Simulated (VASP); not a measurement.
# Ge (Fd-3m) in VASP: a series of runs

Runs on Ge. Level: PBEsol. Tasks: single point.

All numbers are computed with VASP 6.6.1; they aren't measurements. Logs are shortened: lines on timing, memory, paths and dates and some standing lists are left out, and cuts for length are marked.

## Step 1: The cell of the first run

It takes space group Fd-3m (No. 227, cubic). Conventional cell: a = 5.686 Å, b = 5.686 Å, c = 5.686 Å, α = 90.00°, β = 90.00°, γ = 90.00°. Ge (site symmetry -43m) has 4 Ge at 2.46 Å within 3.3 Å.

## Step 2: Single point, PBEsol

INCAR

```
SYSTEM = Ge
PREC = Accurate
ENCUT = 520
EDIFF = 1E-6
ISMEAR = -1
SIGMA = 0.05
LREAL = .False.
LASPH = .True.
NELM = 60
ALGO = Normal
ISIF = 2
LWAVE = .False.
LCHARG = .False.
GGA = PS
NBANDS = 21
```

KPOINTS

```
Automatic mesh
0
Gamma
  5 5 5
  0 0 0
```

POSCAR

```
Ge
1.0
    0.0000000000      2.8427929441      2.8427929441
    2.8427929441      0.0000000000      2.8427929441
    2.8427929441      2.8427929441      0.0000000000
Ge
2
Direct
    0.5000000000      0.5000000000      0.5000000000
    0.7500000000      0.7500000000      0.7500000000
```

Potentials or basis: VASP PAW PBE potentials, release 64 (Ge_d).

On the command line:

```sh
$ cat potpaw_PBE.64/Ge_d/POTCAR > POTCAR
$ mpirun -np 1 vasp_std > vasp.out
```

OUTCAR:

```text
SYSTEM = Ge
   PREC = Accurate
   ENCUT = 520
   EDIFF = 1E-6
   ISMEAR = -1
   LREAL = .False.
   LASPH = .True.
   NELM = 60
   ISIF = 2
   GGA = PS

 ion  position               nearest neighbor table
   1  0.500  0.500  0.500-   2 2.46   2 2.46   2 2.46   2 2.46
   2  0.750  0.750  0.750-   1 2.46   1 2.46   1 2.46   1 2.46

  LATTYP: Found a face centered cubic cell.
 ALAT       =     5.6855858882

  Lattice vectors:

 A1 = (   0.0000000000,   2.8427929441,   2.8427929441)
 A2 = (   2.8427929441,   0.0000000000,   2.8427929441)
 A3 = (   2.8427929441,   2.8427929441,   0.0000000000)

Analysis of symmetry for initial positions (statically):
=====================================================================
 Subroutine PRICEL returns:
 Original cell was already a primitive cell.

 Routine SETGRP: Setting up the symmetry group for a
 face centered cubic supercell.

 Subroutine GETGRP returns: Found 48 space group operations
 (whereof 24 operations were pure point group operations)
 out of a pool of 48 trial point group operations.

The static configuration has the point symmetry T_d .
 The point group associated with its full space group is O_h .

Analysis of symmetry for dynamics (positions and initial velocities):
=====================================================================
 Subroutine PRICEL returns:
 Original cell was already a primitive cell.

 Routine SETGRP: Setting up the symmetry group for a
 face centered cubic supercell.

 Subroutine GETGRP returns: Found 48 space group operations
 (whereof 24 operations were pure point group operations)
 out of a pool of 48 trial point group operations.

The dynamic configuration has the point symmetry T_d .
 The point group associated with its full space group is O_h .

 Subroutine INISYM returns: Found 48 space group operations
 (whereof 24 operations are pure point group operations),
 and found     1 'primitive' translations

----------------------------------------------------------------------------------------

                                     Primitive cell

  volume of cell :      45.9479

  direct lattice vectors                    reciprocal lattice vectors
     0.000000000  2.842792944  2.842792944    -0.175883369  0.175883369  0.175883369
     2.842792944  0.000000000  2.842792944     0.175883369 -0.175883369  0.175883369
     2.842792944  2.842792944  0.000000000     0.175883369  0.175883369 -0.175883369

  length of vectors
     4.020316337  4.020316337  4.020316337     0.304638931  0.304638931  0.304638931

  position of ions in fractional coordinates (direct lattice)
     0.500000000  0.500000000  0.500000000
     0.750000000  0.750000000  0.750000000

  ion indices of the primitive-cell ions
   primitive index   ion index
                 1           1
                 2           2

----------------------------------------------------------------------------------------

 KPOINTS: Automatic mesh

Automatic generation of k-mesh.
 Grid dimensions read from file:
 generate k-points for:    5    5    5

 Generating k-lattice:

  Cartesian coordinates                     Fractional coordinates (reciprocal lattice)
    -0.035176674  0.035176674  0.035176674     0.200000000  0.000000000  0.000000000
     0.035176674 -0.035176674  0.035176674     0.000000000  0.200000000  0.000000000
     0.035176674  0.035176674 -0.035176674     0.000000000  0.000000000  0.200000000

  Length of vectors
     0.060927786  0.060927786  0.060927786

  Shift w.r.t. Gamma in fractional coordinates (k-lattice)
     0.000000000  0.000000000  0.000000000

 Subroutine IBZKPT returns following result:
 ===========================================

 Found     10 irreducible k-points:

 Following reciprocal coordinates:
            Coordinates               Weight
  0.000000  0.000000  0.000000      1.000000
  0.200000  0.000000  0.000000      8.000000
  0.400000  0.000000  0.000000      8.000000
  0.200000  0.200000  0.000000      6.000000
  0.400000  0.200000  0.000000     24.000000
 -0.400000  0.200000  0.000000     24.000000
 -0.200000  0.200000  0.000000     12.000000
  0.400000  0.400000  0.000000      6.000000
 -0.400000  0.400000  0.000000     12.000000
 -0.400000  0.400000  0.200000     24.000000
   k-points           NKPTS =     10   k-points in BZ     NKDIM =     10   number of bands    NBANDS=     21
   number of dos      NEDOS =    301   number of ions     NIONS =      2
   total plane-waves  NPLWV =  27000
   dimension x,y,z NGX =    30 NGY =   30 NGZ =   30
   dimension x,y,z NGXF=    60 NGYF=   60 NGZF=   60
   ions per type =               2
   NGX,Y,Z   is equivalent  to a cutoff of  12.41, 12.41, 12.41 a.u.
   NGXF,Y,Z  is equivalent  to a cutoff of  24.81, 24.81, 24.81 a.u.
 SYSTEM =  Ge
   PREC   = accura    normal or accurate (medium, high low for compatibility)
   ISTART =      0    job   : 0-new  1-cont  2-samecut
   ICHARG =      2    charge: 1-file 2-atom 10-const
   ISPIN  =      1    spin polarized calculation?
   LNONCOLLINEAR =      F non collinear calculations
   LSORBIT =      F    spin-orbit coupling
   LASPH  =      T    aspherical Exc in radial PAW
   ENCUT  =  520.0 eV  38.22 Ry    6.18 a.u.   7.48  7.48  7.48*2*pi/ulx,y,z
   NELM   =     60;   NELMIN=  2; NELMDL= -5     # of ELM steps
   EDIFF  = 0.1E-05   stopping-criterion for ELM
   LREAL  =      F    real-space projection
[... 7 lines left out ...]
   TEBEG  =    0.0;   TEEND  =   0.0 temperature during run
   PSTRESS=    0.0 pullay stress
   NELECT =      28.0000    total number of electrons
   NUPDOWN=      -1.0000    fix difference up-down
   EMIN   =  10.00;   EMAX   =-10.00  energy-range for DOS
   EFERMI =   0.00;   METHOD = LEGACY
   ISMEAR =    -1;   SIGMA  =   0.05  broadening in eV -4-tet -1-fermi 0-gaus
   EFERMI_NEDOS =   21; number of points for ismear=-14 and -15
   IALGO  =     38    algorithm
   IMIX   =      4    mixing-type and parameters
     AMIX     =   0.40;   BMIX     =  1.00
     AMIX_MAG =   1.60;   BMIX_MAG =  1.00
  volume/ion in A,a.u.               =      22.97       155.04
  Fermi-wavevector in a.u.,A,eV,Ry     =   1.387945  2.622836 26.210148  1.926392
  Thomas-Fermi vector in A             =   2.512118
   LORBIT       =      0    0 simple, 1 ext, 2 COOP (PROOUT), +10 PAW based schemes
   GGA     = PS    functional components
   LHFCALC =     F    Hartree Fock is set to
   AEXX    =    0.0000 exact exchange contribution
   IVDW    =     0    specifies the selected vdW correction
   LEPSILON=     F    determine dielectric tensor
   LRPA    =     F    only Hartree local field effects (RPA)
 non-spin polarized calculation
  energy-cutoff  :      520.00
  volume of cell :       45.95
 maximum number of plane-waves:      1251
 NGX is ok and might be reduce to    30
   NGX = 15   NGY = 15   NGZ = 15

 number of electron      28.0000010 magnetization

 Free energy of the ion-electron system (eV)
  ---------------------------------------------------
  ext. energy  EPLUGINS =         0.00000000
  ---------------------------------------------------
  free energy    TOTEN  =        -9.77036156 eV

  energy without entropy =       -9.76728313  energy(sigma->0) =       -9.76882234

 E-fermi :   4.7507     XC(G=0): -10.0463

 val. band max:        4.7406065400   @ k =   0.0000   0.0000   0.0000
 cond. band min:       4.8982224297   @ k =   0.4000   0.0000   0.0000
 fundamental gap:      0.1576158897
 Fermi energy:         4.7507229928

 k-point     1 :       0.0000    0.0000    0.0000
  band No.  band energies     occupation
      1     -19.9933      2.00000
      2     -19.9933      2.00000
      3     -19.9933      2.00000
      4     -19.9582      2.00000
      5     -19.9582      2.00000
      6     -19.7536      2.00000
[... 13 lines left out ...]
     20      14.1692      0.00000
     21      14.1692      0.00000

 k-point     2 :       0.2000    0.0000    0.0000
  band No.  band energies     occupation
      1     -20.0075      2.00000
      2     -20.0075      2.00000
      3     -19.9874      2.00000
      4     -19.9367      2.00000
      5     -19.9367      2.00000
      6     -19.7742      2.00000
[... 13 lines left out ...]
     20      12.9254      0.00000
     21      12.9254      0.00000

 k-point     3 :       0.4000    0.0000    0.0000
  band No.  band energies     occupation
      1     -20.0163      2.00000
      2     -20.0163      2.00000
      3     -19.9778      2.00000
      4     -19.9193      2.00000
      5     -19.9193      2.00000
      6     -19.7867      2.00000
[... 13 lines left out ...]
     20      14.5113      0.00000
     21      14.5113      0.00000

 k-point     4 :       0.2000    0.2000    0.0000
  band No.  band energies     occupation
      1     -20.0058      2.00000
      2     -20.0058      2.00000
      3     -20.0018      2.00000
      4     -19.9365      2.00000
      5     -19.9101      2.00000
      6     -19.8167      2.00000
[... 13 lines left out ...]
     20      13.5907      0.00000
     21      14.8438      0.00000

 k-point     5 :       0.4000    0.2000    0.0000
  band No.  band energies     occupation
      1     -20.0287      2.00000
      2     -20.0171      2.00000
      3     -19.9737      2.00000
      4     -19.9113      2.00000
      5     -19.8841      2.00000
      6     -19.8419      2.00000
[... 13 lines left out ...]
     20      14.7671      0.00000
     21      15.8347      0.00000

 k-point     6 :      -0.4000    0.2000    0.0000
  band No.  band energies     occupation
      1     -20.0366      2.00000
      2     -20.0243      2.00000
      3     -19.9497      2.00000
      4     -19.8997      2.00000
      5     -19.8915      2.00000
      6     -19.8191      2.00000
[... 13 lines left out ...]
     20      14.0156      0.00000
     21      15.3743      0.00000

 k-point     7 :      -0.2000    0.2000    0.0000
  band No.  band energies     occupation
      1     -20.0219      2.00000
      2     -20.0215      2.00000
      3     -19.9669      2.00000
      4     -19.9267      2.00000
      5     -19.9042      2.00000
      6     -19.8066      2.00000
[... 13 lines left out ...]
     20      14.4017      0.00000
     21      14.9777      0.00000

 k-point     8 :       0.4000    0.4000    0.0000
  band No.  band energies     occupation
      1     -20.0234      2.00000
      2     -20.0234      2.00000
      3     -19.9737      2.00000
      4     -19.9038      2.00000
      5     -19.8809      2.00000
      6     -19.8304      2.00000
[... 13 lines left out ...]
     20      16.8768      0.00000
     21      17.0132      0.00000

 k-point     9 :      -0.4000    0.4000    0.0000
  band No.  band energies     occupation
      1     -20.0400      2.00000
      2     -20.0269      2.00000
      3     -19.9413      2.00000
      4     -19.9011      2.00000
      5     -19.8546      2.00000
      6     -19.8429      2.00000
[... 13 lines left out ...]
     20      15.0588      0.00000
     21      17.7261      0.00000

 k-point    10 :      -0.4000    0.4000    0.2000
  band No.  band energies     occupation
      1     -20.0384      2.00000
      2     -20.0334      2.00000
      3     -19.9344      2.00000
      4     -19.8838      2.00000
      5     -19.8727      2.00000
      6     -19.8509      2.00000
[... 13 lines left out ...]
     20      15.0708      0.00000
     21      17.7353      0.00000

------------------------ aborting loop because EDIFF is reached ----------------------------------------

  FORCE on cell =-STRESS in cart. coord.  units (eV):
  Direction    XX          YY          ZZ          XY          YZ          ZX
  --------------------------------------------------------------------------------------
  -------------------------------------------------------------------------------------
  Total       -0.0332563     -0.0332563     -0.0332563      0.0000000      0.0000000     -0.0000000
  in kB       -1.1596270     -1.1596270     -1.1596270      0.0000000      0.0000000     -0.0000000
  external PRESSURE =      -1.1596270 kB  Pullay stress =       0.0000000 kB

 VOLUME and BASIS-vectors are now :
 -----------------------------------------------------------------------------
  energy-cutoff  :      520.00
  volume of cell :       45.95
      direct lattice vectors                 reciprocal lattice vectors
     0.000000000  2.842792944  2.842792944    -0.175883369  0.175883369  0.175883369
     2.842792944  0.000000000  2.842792944     0.175883369 -0.175883369  0.175883369
     2.842792944  2.842792944  0.000000000     0.175883369  0.175883369 -0.175883369

 POSITION                                       TOTAL-FORCE (eV/Angst)
 -----------------------------------------------------------------------------------
      2.84279      2.84279      2.84279         0.000000      0.000000      0.000000
      4.26419      4.26419      4.26419        -0.000000     -0.000000     -0.000000
 -----------------------------------------------------------------------------------
    total drift:                                0.000000     -0.000000     -0.000000

  FREE ENERGIE OF THE ION-ELECTRON SYSTEM (eV)
  ---------------------------------------------------
  free  energy   TOTEN  =        -9.7703615583 eV

  energy  without entropy=       -9.7672831259  energy(sigma->0) =       -9.76882234
```

Run time: 6.7 s. Hardware: 1 thread of AMD EPYC 9R45 (Zen 5), shared host; peak memory 0.13 GiB.

Results:

* Free energy: -9.7704 eV
* Pressure: -0.1 GPa
* Band gap on the k mesh: zero (filled and empty bands touch)

Caveat: the k points lie up to 0.38 Å⁻¹ apart; the PAW data sets were made with another functional, which shifts forces and pressure a little.

## Step 3: Single point, PBEsol (volume scaled by 0.88)

INCAR

```
ALGO = Normal ; EDIFF = 1E-7
ENCUT = 520 ; GGA = PS
ISIF = 2 ; ISMEAR = -1
LASPH = T ; LCHARG = F
LREAL = F ; LWAVE = F
NBANDS = 21 ; NELM = 80
PREC = Accurate ; SIGMA = 0.05
```

KPOINTS

```
k-points
0
Gamma
  9 9 9
```

POSCAR

```
Ge
1.0
    0.0000000000      2.7242029124      2.7242029124
    2.7242029124      0.0000000000      2.7242029124
    2.7242029124      2.7242029124      0.0000000000
Ge
2
Direct
    0.5000000000      0.5000000000      0.5000000000
    0.7500000000      0.7500000000      0.7500000000
```

Potentials or basis: VASP PAW PBE potentials, release 64 (Ge_d).

On the command line:

```sh
$ cat potpaw_PBE.64/Ge_d/POTCAR > POTCAR
$ mpirun -np 1 vasp_std > vasp.out
```

It took 17 s on 1 thread of AMD EPYC 9R45 (Zen 5), shared host; peak memory 0.14 GiB.

It converged, with:

```yaml
Free_energy: -9.7093 eV
Pressure: 10.9 GPa
Band_gap_on_the_k_mesh: 0.33 eV, indirect (least direct gap 1.07 eV)
```

Levels at points of the mesh, in eV from the valence-band top:
| k point | band 10 | band 11 | band 12 | band 13 | band 14 | band 15 | band 16 | band 17 | band 18 | band 19 |
| --- | --- | --- | --- | --- | --- | --- | --- | --- | --- | --- |
| (0.00, 0.00, 0.00) | -24.61 | -13.72 | 0.00 | 0.00 | 0.00 | 1.07 | 2.57 | 2.57 | 2.57 | 6.49 |

Caveat: the PAW data sets were made with another functional, which shifts forces and pressure a little.

## Step 4: Single point, PBEsol (volume scaled by 0.92)

INCAR

```
ALGO = Normal
EDIFF = 1E-6
ENCUT = 520
GGA = PS
ISIF = 2
ISMEAR = -1
LASPH = True
LCHARG = True
LELF = True
LREAL = False
LVHAR = True
LWAVE = False
NBANDS = 21
NELM = 60
PREC = Accurate
SIGMA = 0.05
```

KPOINTS is that of step 3.

POSCAR

```
Ge
1.0
    0.0000000000      2.7648686527      2.7648686527
    2.7648686527      0.0000000000      2.7648686527
    2.7648686527      2.7648686527      0.0000000000
Ge
2
Direct
    0.5000000000      0.5000000000      0.5000000000
    0.7500000000      0.7500000000      0.7500000000
```

On the command line:

```sh
$ cat potpaw_PBE.64/Ge_d/POTCAR > POTCAR
$ mpirun -np 1 vasp_std > vasp.out
```

Wall time 18 s (1 thread of AMD EPYC 9R45 (Zen 5), shared host); peak memory 0.14 GiB.

The run converged. Its results:

```
Free energy            : -9.8072 eV
Pressure               : 6.2 GPa
Band gap on the k mesh : 0.37 eV, indirect (least direct gap 0.63 eV)
```

Levels at points of the mesh, in eV from the valence-band top:
```
           k point  band 11  band 12  band 13  band 14  band 15  band 16  band 17  band 18
(0.00, 0.00, 0.00)   -13.34     0.00     0.00     0.00     0.63     2.56     2.56     2.56
```

Caveat: the PAW data sets were made with another functional, which shifts forces and pressure a little. A k mesh can miss the band edges.

## Step 5: Single point, PBEsol (volume scaled by 0.96)

INCAR

```
SYSTEM = Ge
PREC = Accurate
ENCUT = 520
EDIFF = 1E-6
ISMEAR = -1
SIGMA = 0.05
LREAL = .False.
LASPH = .True.
NELM = 100
ALGO = Normal
ISIF = 2
LWAVE = .False.
LCHARG = .True.
GGA = PS
LELF = .True.
LVHAR = .True.
NBANDS = 21
```

KPOINTS

```
Automatic mesh
0
Gamma
  9 9 9
  0 0 0
```

POSCAR

```
Ge
1.0
    0.0000000000      2.8043721135      2.8043721135
    2.8043721135      0.0000000000      2.8043721135
    2.8043721135      2.8043721135      0.0000000000
Ge
2
Direct
    0.5000000000      0.5000000000      0.5000000000
    0.7500000000      0.7500000000      0.7500000000
```

On the command line:

```sh
$ cat potpaw_PBE.64/Ge_d/POTCAR > POTCAR
$ mpirun -np 1 vasp_std > vasp.out
```

Run time: 18 s. Hardware: 1 thread of AMD EPYC 9R45 (Zen 5), shared host; peak memory 0.14 GiB.

The run converged. Its results:

```yaml
Free_energy: -9.8569 eV
Pressure: 2.5 GPa
Band_gap_on_the_k_mesh: 0.23 eV, indirect (the least direct gap lies 3.8 meV higher)
```

Levels at points of the mesh, in eV from the valence-band top:
| k point | band 11 | band 12 | band 13 | band 14 | band 15 | band 16 | band 17 | band 18 |
| --- | --- | --- | --- | --- | --- | --- | --- | --- |
| (0.00, 0.00, 0.00) | -13.00 | 0.00 | 0.00 | 0.00 | 0.23 | 2.54 | 2.54 | 2.54 |

Caveat: the PAW data sets were made with another functional, which shifts forces and pressure a little.

## Step 6: Single point, PBEsol

INCAR

```
SYSTEM = Ge
ALGO = Normal
EDIFF = 1E-6
ENCUT = 520
GGA = PS
ISIF = 2
ISMEAR = -1
LASPH = .TRUE.
LCHARG = .FALSE.
LREAL = .FALSE.
LWAVE = .FALSE.
NBANDS = 21
NELM = 100
PREC = Accurate
SIGMA = 0.05
```

KPOINTS

```
k-points
0
G
  9 9 9
  0 0 0
```

POSCAR

```
Ge
1.0
    0.0000000000      2.8427929441      2.8427929441
    2.8427929441      0.0000000000      2.8427929441
    2.8427929441      2.8427929441      0.0000000000
Ge
2
Direct
    0.5000000000      0.5000000000      0.5000000000
    0.7500000000      0.7500000000      0.7500000000
```

Potentials or basis: VASP PAW PBE potentials, release 64 (Ge_d).

On the command line:

```sh
$ cat potpaw_PBE.64/Ge_d/POTCAR > POTCAR
$ mpirun -np 1 vasp_std > vasp.out
```

Wall time 17 s (1 thread of AMD EPYC 9R45 (Zen 5), shared host); peak memory 0.14 GiB.

It converged, with:

| Quantity | Value |
| --- | --- |
| Free energy | -9.8686 eV |
| Pressure | -0.4 GPa |
| Band gap on the k mesh | zero (filled and empty bands touch) |

Levels at points of the mesh, in eV from the Fermi level:
```csv
k point,band 11,band 12,band 13,band 14,band 15,band 16,band 17,band 18
"(0.00, 0.00, 0.00)",-12.68,-0.13,0.01,0.01,0.01,2.53,2.53,2.53
```

Caveat: the PAW data sets were made with another functional, which shifts forces and pressure a little.

## Step 7: Summary

```tsv
cell	k mesh	gap on the mesh (eV)	pressure (GPa)
a = 4.020 Å, angles 60.0°, 2 atoms	5 × 5 × 5	none	-0.1
a = 3.853 Å, angles 60.0°, 2 atoms	9 × 9 × 9	0.33	10.9
a = 3.910 Å, angles 60.0°, 2 atoms	9 × 9 × 9	0.37	6.2
a = 3.966 Å, angles 60.0°, 2 atoms	9 × 9 × 9	0.23	2.5
a = 4.020 Å, angles 60.0°, 2 atoms	9 × 9 × 9	none	-0.4
```

Alike in all rows: task single point; level PBEsol; potentials or basis VASP PAW PBE potentials, release 64 (Ge_d); no spin polarisation; cutoff (eV) 520; smearing fermi-dirac 0.05 eV.

Caveats: some runs use coarse meshes; the PAW data sets were made with another functional, which shifts forces and pressure a little.

Total energies depend on the potentials used, so only differences within one code and one set of settings carry meaning.
